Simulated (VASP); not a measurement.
The system is C.

```
C
1.0
     0.00000    1.78037    1.78037
     1.78037    0.00000    1.78037
     1.78037    1.78037    0.00000
C
2
Direct
  0.00000 0.00000 0.00000
  0.25000 0.25000 0.25000
```

Base run:

```yaml
Program: VASP 6.6.1
Functional: PBE
Potentials_or_basis: VASP PAW PBE potentials, release 64 (C)
Cutoff: 520 eV
k_mesh: 14 × 14 × 14
Occupations: fermi-dirac, width 0.03 eV
Spin: no spin polarisation
```

Its results: band gap on the k mesh 4.14 eV, indirect (least direct gap 5.60 eV); pressure 4.7 GPa.

Question: The run is repeated on the same cell with these changes: functional from PBE to r2SCAN. What comes out?

Answer: Band gap on the k mesh 4.33 eV, indirect (least direct gap 5.85 eV); pressure 0.9 GPa.

r2SCAN gives the wider gap, since meta-GGAs in the generalised Kohn-Sham scheme recover part of the derivative discontinuity.

Caveats: the PAW data sets were made with another functional, which shifts forces and pressure a little (some runs).

A k mesh can miss the band edges.
